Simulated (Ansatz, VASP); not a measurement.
TiO2 in VASP and in Ansatz

The input INCAR:

```
SYSTEM = TiO2
  PREC = Accurate
  ENCUT = 520
  EDIFF = 1E-7
  ISMEAR = -1
  SIGMA = 0.05
  LREAL = .FALSE.
  LASPH = .TRUE.
  NELM = 150
  ALGO = Normal
  ISIF = 2
  LWAVE = .FALSE.
  LCHARG = .FALSE.
  LMAXMIX = 4
  LDAU = .TRUE.
  LDAUTYPE = 2
  LDAUL = 2 -1
  LDAUU = 1 0
  LDAUJ = 0 0
  LDAUPRINT = 1
  GGA = PE
  NBANDS = 60
```

KPOINTS

```
regular mesh
0
G
  6 5 6
  0 0 0
```

POSCAR

```
TiO2
1.0
    4.5453495500      0.0000000000      0.0000000000
    0.0000000000      5.5196194400      0.0000000000
    0.0000000000      0.0000000000      4.9091968600
Ti O
4 8
Direct
    0.0000000000      0.1729909300      0.7500000000
    0.5000000000      0.3270090700      0.2500000000
    0.0000000000      0.8270090700      0.2500000000
    0.5000000000      0.6729909300      0.7500000000
    0.2714506200      0.3817246400      0.9186490800
    0.7714506200      0.1182753600      0.0813509200
    0.2285493800      0.1182753600      0.4186490800
    0.7285493800      0.3817246400      0.5813509200
    0.2714506200      0.6182753600      0.4186490800
    0.7714506200      0.8817246400      0.5813509200
    0.2285493800      0.8817246400      0.9186490800
    0.7285493800      0.6182753600      0.0813509200
```

input.yaml

```yaml
crystal:
  lattice:
    - [4.54534955, 0.0, 0.0]
    - [0.0, 5.51961944, 0.0]
    - [0.0, 0.0, 4.90919686]
  atoms:
    - { symbol: Ti, position: [0.0, 0.17299093, 0.75] }
    - { symbol: Ti, position: [0.5, 0.32700907, 0.25] }
    - { symbol: Ti, position: [0.0, 0.82700907, 0.25] }
    - { symbol: Ti, position: [0.5, 0.67299093, 0.75] }
    - { symbol: O, position: [0.27145062, 0.38172464, 0.91864908] }
    - { symbol: O, position: [0.77145062, 0.11827536, 0.08135092] }
    - { symbol: O, position: [0.22854938, 0.11827536, 0.41864908] }
    - { symbol: O, position: [0.72854938, 0.38172464, 0.58135092] }
    - { symbol: O, position: [0.27145062, 0.61827536, 0.41864908] }
    - { symbol: O, position: [0.77145062, 0.88172464, 0.58135092] }
    - { symbol: O, position: [0.22854938, 0.88172464, 0.91864908] }
    - { symbol: O, position: [0.72854938, 0.61827536, 0.08135092] }
hamiltonian:
  xc: pbe
  pseudopotentials: { kind: paw }
  hubbard: { sites: [{ species: Ti, l: d, u_eff: 1.0 }] }
kpoints:
  mp_grid: { grid: [6, 5, 6] }
scf:
  occupations: { method: fermi_dirac, width: 0.05 }
  n_extra_bands: 30
output:
  forces: true
  stress: true
  eigenvalues: true
  dos: { projected: true, de: 0.05, nscf_kmesh: { grid: [9, 8, 9] } }
```

Alike in both runs: functional PBE; k mesh 6 × 5 × 6; occupations fermi-dirac, width 0.05 eV; no spin polarisation; Hubbard terms Ti d U = 1.0 eV.

|  | VASP | Ansatz |
| --- | --- | --- |
| version | VASP 6.6.1 | Ansatz 0.2.0 |
| potentials or method | VASP PAW PBE potentials, release 64 (Ti_sv, O) | Ansatz PAW |
| plane-wave cutoff (eV) | 520 | 420 |
| valence electrons in the cell | 96 | 96 |
| task | single point | projected density of states |

Ansatz gave:

```
gap on the k mesh at the Fermi level (eV)                     : 2.71
least direct gap on the mesh (eV)                             : 2.77
pressure (GPa)                                                : 4.9
traceless stress, the component that is largest in VASP (GPa) : -0.14
rms of the force components (eV/Å)                            : 0.022
```

Question: Estimate VASP's values.

Answer: gap on the k mesh at the Fermi level (eV): 2.71; least direct gap on the mesh (eV): 2.77; pressure (GPa): 6.7; traceless stress, the component that is largest in VASP (GPa): -0.39; rms of the force components (eV/Å): 0.045.

The programs project onto different local orbitals, so the same U acts differently, and such runs can settle in different states. Atom by atom the forces differ by 0.051 eV/Å (rms over components).

Noted on Ansatz's run: odd divisions of the mesh miss points on the zone boundary, where band edges often lie, so the gap on the mesh can be too wide.
